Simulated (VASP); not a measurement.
# Hf (Fm-3m) in VASP: a series of runs

Aim: see how the results for Hf move with the level of theory and the settings. Levels: HF, PBE0, HSE06, revPBE+D4. Tasks: single point, relaxation of cell and atoms.

Everything below comes from runs of VASP 6.6.1. Logs are shortened: lines on timing, memory, paths and dates and some standing lists are left out, and cuts for length are marked.

## 1. The cell of the first run

Symmetry: Fm-3m, No. 225, cubic system. Conventional cell: a = 4.670 Å, b = 4.670 Å, c = 4.670 Å, α = 90.00°, β = 90.00°, γ = 90.00°. Within 4.3 Å of Hf (site symmetry m-3m) lie 12 Hf at 3.30 Å.

## 2. Single point, HF

Contents of POSCAR:

```
Hf
1.0
    0.0000000000      2.3351944002      2.3351944002
    2.3351944002      0.0000000000      2.3351944002
    2.3351944002      2.3351944002      0.0000000000
Hf
1
Direct
    0.0000000000      0.0000000000      0.0000000000
```

Contents of INCAR.step1:

```
SYSTEM = Hf
PREC = Accurate ; ENCUT = 520
EDIFF = 1E-5 ; ISMEAR = -1
SIGMA = 0.05 ; LREAL = .False.
LASPH = .True. ; NELM = 60
ALGO = Normal ; ISIF = 2
LWAVE = .True. ; LCHARG = .False.
NBANDS = 11 ; GGA = PE
```

Contents of INCAR.step2:

```
SYSTEM = Hf
PREC = Accurate ; ENCUT = 520
EDIFF = 1E-7 ; ISMEAR = -1
SIGMA = 0.05 ; LREAL = .False.
LASPH = .True. ; NELM = 60
ALGO = Normal ; ISIF = 2
LWAVE = .False. ; LCHARG = .False.
GGA = PE ; LHFCALC = .True.
AEXX = 1.0 ; ALDAC = 0.0
AGGAC = 0.0 ; PRECFOCK = Normal
NBANDS = 11 ; ISTART = 1
```

Contents of KPOINTS:

```
Automatic mesh
0
Gamma
  5 5 5
  0 0 0
```

Potentials or basis: VASP PAW PBE potentials, release 64 (Hf_pv).

The run is started by

```sh
cat potpaw_PBE.64/Hf_pv/POTCAR > POTCAR
cp INCAR.step1 INCAR
mpirun -np 1 vasp_std > vasp.out
cp INCAR.step2 INCAR
mpirun -np 1 vasp_std > vasp.out
```

OUTCAR:

```text
SYSTEM = Hf
   PREC = Accurate
   ENCUT = 520
   EDIFF = 1E-7
   ISMEAR = -1
   LREAL = .False.
   LASPH = .True.
   NELM = 60
   ISIF = 2
   GGA = PE
   LHFCALC = .True.
   AEXX = 1.0
   PRECFOCK = Normal
   ISTART = 1

 ion  position               nearest neighbor table
   1  0.000  0.000  0.000-

  LATTYP: Found a face centered cubic cell.
 ALAT       =     4.6703888004

  Lattice vectors:

 A1 = (   0.0000000000,   2.3351944002,   2.3351944002)
 A2 = (   2.3351944002,   0.0000000000,   2.3351944002)
 A3 = (   2.3351944002,   2.3351944002,   0.0000000000)

Analysis of symmetry for initial positions (statically):
=====================================================================
 Subroutine PRICEL returns:
 Original cell was already a primitive cell.

 Routine SETGRP: Setting up the symmetry group for a
 face centered cubic supercell.

 Subroutine GETGRP returns: Found 48 space group operations
 (whereof 48 operations were pure point group operations)
 out of a pool of 48 trial point group operations.

The static configuration has the point symmetry O_h .

Analysis of symmetry for dynamics (positions and initial velocities):
=====================================================================
 Subroutine PRICEL returns:
 Original cell was already a primitive cell.

 Routine SETGRP: Setting up the symmetry group for a
 face centered cubic supercell.

 Subroutine GETGRP returns: Found 48 space group operations
 (whereof 48 operations were pure point group operations)
 out of a pool of 48 trial point group operations.

The dynamic configuration has the point symmetry O_h .

 Subroutine INISYM returns: Found 48 space group operations
 (whereof 48 operations are pure point group operations),
 and found     1 'primitive' translations

----------------------------------------------------------------------------------------

                                     Primitive cell

  volume of cell :      25.4683

  direct lattice vectors                    reciprocal lattice vectors
     0.000000000  2.335194400  2.335194400    -0.214114936  0.214114936  0.214114936
     2.335194400  0.000000000  2.335194400     0.214114936 -0.214114936  0.214114936
     2.335194400  2.335194400  0.000000000     0.214114936  0.214114936 -0.214114936

  length of vectors
     3.302463592  3.302463592  3.302463592     0.370857948  0.370857948  0.370857948

  position of ions in fractional coordinates (direct lattice)
     0.000000000  0.000000000  0.000000000

  ion indices of the primitive-cell ions
   primitive index   ion index
                 1           1

----------------------------------------------------------------------------------------

 KPOINTS: Automatic mesh

Automatic generation of k-mesh.
 Grid dimensions read from file:
 generate k-points for:    5    5    5

 Generating k-lattice:

  Cartesian coordinates                     Fractional coordinates (reciprocal lattice)
    -0.042822987  0.042822987  0.042822987     0.200000000  0.000000000  0.000000000
     0.042822987 -0.042822987  0.042822987     0.000000000  0.200000000  0.000000000
     0.042822987  0.042822987 -0.042822987     0.000000000  0.000000000  0.200000000

  Length of vectors
     0.074171590  0.074171590  0.074171590

  Shift w.r.t. Gamma in fractional coordinates (k-lattice)
     0.000000000  0.000000000  0.000000000

 Subroutine IBZKPT returns following result:
 ===========================================

 Found     10 irreducible k-points:

 Following reciprocal coordinates:
            Coordinates               Weight
  0.000000  0.000000  0.000000      1.000000
  0.200000  0.000000  0.000000      8.000000
  0.400000  0.000000  0.000000      8.000000
  0.200000  0.200000  0.000000      6.000000
  0.400000  0.200000  0.000000     24.000000
 -0.400000  0.200000  0.000000     24.000000
 -0.200000  0.200000  0.000000     12.000000
  0.400000  0.400000  0.000000      6.000000
 -0.400000  0.400000  0.000000     12.000000
 -0.400000  0.400000  0.200000     24.000000
   k-points           NKPTS =     10   k-points in BZ     NKDIM =    125   number of bands    NBANDS=     11
   number of dos      NEDOS =    301   number of ions     NIONS =      1
   total plane-waves  NPLWV =  21952
   dimension x,y,z NGX =    28 NGY =   28 NGZ =   28
   dimension x,y,z NGXF=    56 NGYF=   56 NGZF=   56
   ions per type =               1
   NGX,Y,Z   is equivalent  to a cutoff of  14.10, 14.10, 14.10 a.u.
   NGXF,Y,Z  is equivalent  to a cutoff of  28.19, 28.19, 28.19 a.u.
 SYSTEM =  Hf
   PREC   = accura    normal or accurate (medium, high low for compatibility)
   ISTART =      1    job   : 0-new  1-cont  2-samecut
   ICHARG =      0    charge: 1-file 2-atom 10-const
   ISPIN  =      1    spin polarized calculation?
   LNONCOLLINEAR =      F non collinear calculations
   LSORBIT =      F    spin-orbit coupling
   LASPH  =      T    aspherical Exc in radial PAW
   ENCUT  =  520.0 eV  38.22 Ry    6.18 a.u.   6.14  6.14  6.14*2*pi/ulx,y,z
   NELM   =     60;   NELMIN=  2; NELMDL=  0     # of ELM steps
   EDIFF  = 0.1E-06   stopping-criterion for ELM
   LREAL  =      F    real-space projection
   EDIFFG = 0.1E-05   stopping-criterion for IOM
   NSW    =      0    number of steps for IOM
   IBRION =     -1    ionic relax: 0-MD 1-quasi-New 2-CG
   NFREE  =      0    steps in history (QN), initial steepest desc. (CG)
   ISIF   =      2    stress and relaxation
   ISYM   =      3    0-nonsym 1-usesym 2-fastsym
   POTIM  = 0.5000    time-step for ionic-motion
   TEBEG  =    0.0;   TEEND  =   0.0 temperature during run
   PSTRESS=    0.0 pullay stress
   NELECT =      10.0000    total number of electrons
   NUPDOWN=      -1.0000    fix difference up-down
   EMIN   =  10.00;   EMAX   =-10.00  energy-range for DOS
   EFERMI =   0.00;   METHOD = LEGACY
   ISMEAR =    -1;   SIGMA  =   0.05  broadening in eV -4-tet -1-fermi 0-gaus
   EFERMI_NEDOS =   21; number of points for ismear=-14 and -15
   IALGO  =     38    algorithm
   IMIX   =      1    mixing-type and parameters
     AMIX     =   0.40;   BMIX     =  1.00
     AMIX_MAG =   1.60;   BMIX_MAG =  1.00
  volume/ion in A,a.u.               =      25.47       171.87
  Fermi-wavevector in a.u.,A,eV,Ry     =   1.198786  2.265378 19.552779  1.437089
  Thomas-Fermi vector in A             =   2.334666
   LORBIT       =      0    0 simple, 1 ext, 2 COOP (PROOUT), +10 PAW based schemes
   GGA     = PE    functional components
   LHFCALC =     T    Hartree Fock is set to
   PRECFOCK=normal    Normal, Fast or Accurate (Low or Medium for compatibility)
   ENCUT4O =  -1.0   cutoff for four orbital integrals eV
   NKREDX  =     1    reduce k-point grid by
   NKREDY  =     1    reduce k-point grid by
   NKREDZ  =     1    reduce k-point grid by
   AEXX    =    1.0000 exact exchange contribution
   HFSCREEN=    0.0000 screening length (either q_TF or 0.3 A-1)
   HFSCREENC=   0.0000 screening length for correlation (either q_TF or 0.3 A-1)
   ENCUTFOCK=  -1.0 apply spherical cutoff to Coloumb kernel
   IVDW    =     0    specifies the selected vdW correction
   LEPSILON=     F    determine dielectric tensor
   LRPA    =     F    only Hartree local field effects (RPA)
 non-spin polarized calculation
  energy-cutoff  :      520.00
  volume of cell :       25.47
 maximum number of plane-waves:       701
 NGX is ok and might be reduce to    28
  NGX = 20; NGY = 20; NGZ = 20

 number of electron      10.0000001 magnetization

 Free energy of the ion-electron system (eV)
  ---------------------------------------------------
  ext. energy  EPLUGINS =         0.00000000
  ---------------------------------------------------
  free energy    TOTEN  =       -17.34950015 eV

  energy without entropy =      -17.34669029  energy(sigma->0) =      -17.34809522

 E-fermi :   3.9785     XC(G=0):   0.0000

 val. band max:        3.8579596433   @ k =  -0.2000   0.2000   0.0000
 cond. band min:       5.1884668972   @ k =   0.4000   0.0000   0.0000
 fundamental gap:      1.3305072540
 Fermi energy:         3.9784696732

 k-point     1 :       0.0000    0.0000    0.0000
  band No.  band energies     occupation
      1     -35.9435      2.00000
      2     -35.9435      2.00000
      3     -35.9435      2.00000
      4      -7.7068      2.00000
      5      10.2857      0.00000
      6      10.2857      0.00000
      7      10.2857      0.00000
      8      13.9280      0.00000
      9      13.9280      0.00000
     10      20.1269      0.00000
     11      24.3633      0.00000

 k-point     2 :       0.2000    0.0000    0.0000
  band No.  band energies     occupation
      1     -36.2326      2.00000
      2     -35.9758      2.00000
      3     -35.9758      2.00000
      4      -5.9910      2.00000
      5       7.8724      0.00000
      6      10.6857      0.00000
      7      10.6857      0.00000
      8      13.4933      0.00000
      9      13.4933      0.00000
     10      21.2034      0.00000
     11      23.6272      0.00000

 k-point     3 :       0.4000    0.0000    0.0000
  band No.  band energies     occupation
      1     -36.6901      2.00000
      2     -36.0214      2.00000
      3     -36.0214      2.00000
      4      -2.5176      2.00000
      5       5.1885      0.00000
      6      10.3425      0.00000
      7      10.3425      0.00000
      8      14.9908      0.00000
      9      14.9908      0.00000
     10      18.4545      0.00000
     11      20.8751      0.00000
[... 71 lines left out ...]
 k-point     9 :      -0.4000    0.4000    0.0000
  band No.  band energies     occupation
      1     -36.6034      2.00000
      2     -36.3191      2.00000
      3     -36.1465      2.00000
      4       0.6295      2.00000
      5       0.9073      2.00000
      6       6.9174      0.00000
      7      13.7181      0.00000
      8      15.2689      0.00000
      9      15.3285      0.00000
     10      17.7959      0.00000
     11      21.1105      0.00000

 k-point    10 :      -0.4000    0.4000    0.2000
  band No.  band energies     occupation
      1     -36.5447      2.00000
      2     -36.3311      2.00000
      3     -36.1466      2.00000
      4       0.4659      2.00000
      5       2.0464      2.00000
      6       3.5951      1.99906
      7      12.0028      0.00000
      8      14.6620      0.00000
      9      16.3365      0.00000
     10      19.0060      0.00000
     11      20.1412      0.00000

------------------------ aborting loop because EDIFF is reached ----------------------------------------

  FORCE on cell =-STRESS in cart. coord.  units (eV):
  Direction    XX          YY          ZZ          XY          YZ          ZX
  --------------------------------------------------------------------------------------
  -------------------------------------------------------------------------------------
  Total       -0.8180952     -0.8180952     -0.8180952     -0.0000000     -0.0000000      0.0000000
  in kB      -51.4653921    -51.4653921    -51.4653921     -0.0000000     -0.0000000      0.0000000
  external PRESSURE =     -51.4653921 kB  Pullay stress =       0.0000000 kB

 VOLUME and BASIS-vectors are now :
 -----------------------------------------------------------------------------
  energy-cutoff  :      520.00
  volume of cell :       25.47
      direct lattice vectors                 reciprocal lattice vectors
     0.000000000  2.335194400  2.335194400    -0.214114936  0.214114936  0.214114936
     2.335194400  0.000000000  2.335194400     0.214114936 -0.214114936  0.214114936
     2.335194400  2.335194400  0.000000000     0.214114936  0.214114936 -0.214114936

 POSITION                                       TOTAL-FORCE (eV/Angst)
 -----------------------------------------------------------------------------------
      0.00000      0.00000      0.00000         0.000000     -0.000000     -0.000000
 -----------------------------------------------------------------------------------
    total drift:                                0.000000      0.000000      0.000000

  FREE ENERGIE OF THE ION-ELECTRON SYSTEM (eV)
  ---------------------------------------------------
  free  energy   TOTEN  =       -17.3495001501 eV

  energy  without entropy=      -17.3466902912  energy(sigma->0) =      -17.34809522
```

It took 3.4 min on 1 thread of Intel Xeon 6975P-C (Granite Rapids), shared host; peak memory 0.16 GiB.

What came out:

```yaml
Free_energy: -17.3495 eV
Pressure: -5.1 GPa
Band_gap_on_the_k_mesh: zero (band 5 reaches 10.29 eV, above the bottom of band 6 at 3.60 eV)
```

Levels at points of the mesh, in eV from the Fermi level:
```tsv
k point	band 2	band 3	band 4	band 5	band 6	band 7	band 8	band 9
(0.00, 0.00, 0.00)	-39.92	-39.92	-11.69	6.31	6.31	6.31	9.95	9.95
```

Caveat: the k points lie up to 0.47 Å⁻¹ apart; the PAW data sets were made with another functional, which shifts forces and pressure a little; spin-orbit coupling is left out, which moves the levels of the heavy elements.

## 3. Single point, PBE0, non-collinear spin, zero start, spin-orbit coupling

This run uses another cell than the first one, of 21.88 Å³/atom, 0.859 times its volume.

Contents of POSCAR:

```
Hf
1.0
    0.0000000000      2.2200000000      2.2200000000
    2.2200000000      0.0000000000      2.2200000000
    2.2200000000      2.2200000000      0.0000000000
Hf
1
Direct
    0.0000000000      0.0000000000      0.0000000000
```

Contents of INCAR.step1:

```
  PREC = Accurate
  ENCUT = 520
  EDIFF = 1E-5
  ISMEAR = -1
  SIGMA = 0.05
  LREAL = False
  LASPH = True
  NELM = 150
  ALGO = Normal
  ISIF = 2
  LWAVE = True
  LCHARG = False
  LNONCOLLINEAR = True
  MAGMOM = 0 0 0
  LORBIT = 11
  LSORBIT = True
  GGA_COMPAT = False
  LORBMOM = True
  LMAXMIX = 4
  GGA = PE
  NBANDS = 21
```

Contents of INCAR.step2:

```
  PREC = Accurate
  ENCUT = 520
  EDIFF = 1E-6
  ISMEAR = -1
  SIGMA = 0.05
  LREAL = False
  LASPH = True
  NELM = 150
  ALGO = Normal
  ISIF = 2
  LWAVE = False
  LCHARG = False
  LNONCOLLINEAR = True
  MAGMOM = 0 0 0
  LORBIT = 11
  LSORBIT = True
  GGA_COMPAT = False
  LORBMOM = True
  LMAXMIX = 4
  GGA = PE
  LHFCALC = True
  AEXX = 0.25
  PRECFOCK = Normal
  ISTART = 1
  NBANDS = 21
```

Contents of KPOINTS:

```
Automatic mesh
0
Gamma
  4 4 4
```

Potentials or basis: VASP PAW PBE potentials, release 64 (Hf_pv).

The run is started by

```sh
cat potpaw_PBE.64/Hf_pv/POTCAR > POTCAR
cp INCAR.step1 INCAR
mpirun -np 1 vasp_ncl > vasp.out
cp INCAR.step2 INCAR
mpirun -np 1 vasp_ncl > vasp.out
```

It took 7.1 min on 1 thread of Intel Xeon 6975P-C (Granite Rapids), shared host; peak memory 0.2 GiB.

The run converged. Its results:

```yaml
Free_energy: -12.8311 eV
Pressure: 1.2 GPa
Net_moment: 0.15 μB per cell
Valence_electrons_inside_the_program's_atomic_spheres: Hf 8.44
```

Moments on the atoms (μB; x, y, z):
```
Hf  0.00 0.00 0.00
```

Caveat: the k points lie up to 0.61 Å⁻¹ apart; the PAW data sets were made with another functional, which shifts forces and pressure a little.

(Part 1 of 2 ends here.)
